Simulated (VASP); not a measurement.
Input of a VASP 6.6.1 run:

Contents of POSCAR:

```
Si2B3
1.0
    5.7826200000      0.0000000000      0.0000000000
    0.0000000000      5.7826200000      0.0000000000
    0.0000000000      0.0000000000      3.0532230000
B Si
6 4
Direct
    0.0000000000      0.0000000000      0.0000000000
    0.5000000000      0.5000000000      0.0000000000
    0.1768000000      0.6768000000      0.5000000000
    0.3232000000      0.1768000000      0.5000000000
    0.8232000000      0.3232000000      0.5000000000
    0.6768000000      0.8232000000      0.5000000000
    0.3827000000      0.8827000000      0.0000000000
    0.1173000000      0.3827000000      0.0000000000
    0.6173000000      0.1173000000      0.0000000000
    0.8827000000      0.6173000000      0.0000000000
```

Contents of INCAR.step1:

```
SYSTEM = Si2B3
  PREC = Accurate
  ENCUT = 520
  ISMEAR = 0
  SIGMA = 0.0151
  LREAL = .FALSE.
  LASPH = .TRUE.
  NELM = 80
  NBANDS = 28
  GGA = PE
  ALGO = Normal
  EDIFF = 1E-4
  LWAVE = .TRUE.
  LCHARG = .FALSE.
```

Contents of INCAR.step2:

```
SYSTEM = Si2B3
  PREC = Accurate
  ENCUT = 520
  EDIFF = 1E-6
  ISMEAR = 0
  SIGMA = 0.0151
  LREAL = .FALSE.
  LASPH = .TRUE.
  NELM = 80
  ALGO = Normal
  ISIF = 2
  LWAVE = .FALSE.
  LCHARG = .FALSE.
  METAGGA = R2SCAN
  LMIXTAU = .TRUE.
  NBANDS = 28
  ISTART = 1
```

The input KPOINTS:

```
Automatic mesh
0
G
  5 5 8
  0 0 0
```

Potentials or basis: VASP PAW PBE potentials, release 64 (B, Si).

Launch:

```sh
$ cat potpaw_PBE.64/B/POTCAR potpaw_PBE.64/Si/POTCAR > POTCAR
$ cp INCAR.step1 INCAR
$ mpirun -np 1 vasp_std > vasp.out
$ cp INCAR.step2 INCAR
$ mpirun -np 1 vasp_std > vasp.out
```

Q: What does it give for the band gap on the k mesh?

A: Zero (bands 17 and 18 overlap by 4.18 eV).

Q: What does it give for the largest force?

A: 9.228 eV/Å.

Q: Predict the pressure.

A: 3.0 GPa.

Stress tensor (GPa, compression positive):
```
 9.17  0.00  0.00
 0.00  9.17  0.00
 0.00  0.00 -9.27
```

Caveat: the stress differs along the axes, from -9 to 9 GPa; the PAW data sets were made with another functional, which shifts forces and pressure a little.
